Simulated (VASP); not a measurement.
Input of a VASP 6.6.1 run:

File INCAR:

```
  ALGO = Normal
  EDIFF = 1E-6
  ENCUT = 520
  GGA = PE
  ISIF = 2
  ISMEAR = -1
  LASPH = T
  LCHARG = T
  LELF = T
  LREAL = F
  LVHAR = T
  LWAVE = F
  NBANDS = 48
  NELM = 80
  PREC = Accurate
  SIGMA = 0.02
```

The input KPOINTS:

```
k-points
0
Gamma
  6 6 6
```

File POSCAR:

```
TiSi3O8
1.0
    3.0057199854     -3.0576756761      0.0000000000
    3.0057199854      3.0576756761      0.0000000000
    0.0000000000      0.0000000000      5.5039104865
Si Ti O
3 1 8
Direct
    0.5000000000      0.5000000000      0.2559215287
    0.5000000000      0.5000000000      0.7440784713
    0.0000000000      0.0000000000      0.5000000000
    0.0000000000      0.0000000000      0.0000000000
    0.2009395755      0.2009395755      0.2679688979
    0.7990604245      0.7990604245      0.2679688979
    0.6815447404      0.3184552596      0.0000000000
    0.3184552596      0.6815447404      0.0000000000
    0.2009395755      0.2009395755      0.7320311021
    0.7990604245      0.7990604245      0.7320311021
    0.6945064631      0.3054935369      0.5000000000
    0.3054935369      0.6945064631      0.5000000000
```

Potentials or basis: VASP PAW PBE potentials, release 64 (Si, Ti_sv, O).

Command:

```sh
$ cat potpaw_PBE.64/Si/POTCAR potpaw_PBE.64/Ti_sv/POTCAR potpaw_PBE.64/O/POTCAR > POTCAR
$ mpirun -np 1 vasp_std > vasp.out
```

Q: Estimate the largest force.

A: 0.136 eV/Å.

Q: Estimate the band gap on the k mesh.

A: 1.76 eV, direct.

Q: What does it give for the pressure?

A: 8.6 GPa.

Forces on the atoms (eV/Å):
```
Si   0.000  0.000 -0.053
Si   0.000  0.000  0.053
Si   0.000  0.000  0.000
Ti   0.000  0.000  0.000
O    0.052  0.000 -0.044
O   -0.052  0.000 -0.044
O    0.000 -0.122  0.000
O    0.000  0.122  0.000
O    0.052  0.000  0.044
O   -0.052  0.000  0.044
O    0.000 -0.136  0.000
O    0.000  0.136  0.000
```

A k mesh can miss the band edges. A hybrid or GW would open this gap; PBE tends to underestimate it.
